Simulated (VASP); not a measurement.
Write the native input for VASP 6.6.1 that does the following.

```
Task                   : single point
Functional             : LDA
Potentials or basis    : VASP PAW LDA potentials, release 64 (Hf_pv, N)
Cutoff                 : 520 eV
k mesh                 : 18 × 18 × 18
Occupations            : gaussian, width 0.15 eV
Spin                   : no spin polarisation
Dipole correction      : no
Further INCAR settings : ALGO = Normal; EDIFF = 1e-06; NBANDS = 14
```

The structure of HfN lies in POSCAR:

```
HfN
1.0
    0.0000000000      2.1892961657      2.2339756793
    2.1892961657      0.0000000000      2.2339756793
    2.1892961657      2.1892961657      0.0000000000
Hf N
1 1
Direct
   -0.0007903877      0.0007903877      0.0007903877
    0.5100717301      0.4899282699      0.4899282699
```

The input as run:

INCAR

```
SYSTEM = HfN
ALGO = Normal
EDIFF = 1E-6
ENCUT = 520
ISIF = 2
ISMEAR = 0
LASPH = .TRUE.
LCHARG = .FALSE.
LREAL = .FALSE.
LWAVE = .FALSE.
NBANDS = 14
NELM = 100
PREC = Accurate
SIGMA = 0.15
```

KPOINTS

```
k-points
0
G
  18 18 18
  0 0 0
```

Potentials or basis: VASP PAW LDA potentials, release 64 (Hf_pv, N).

The run is started by

```sh
$ cat potpaw_LDA.64/Hf_pv/POTCAR potpaw_LDA.64/N/POTCAR > POTCAR
$ mpirun -np 1 vasp_std > vasp.out
```

It gave:

The pressure is 12.9 GPa. The largest force is 0.764 eV/Å.

It took 58 s on 1 thread of Intel(R) Xeon(R) 6975P-C (Granite Rapids) (shared host), peak memory 0.36 GiB.
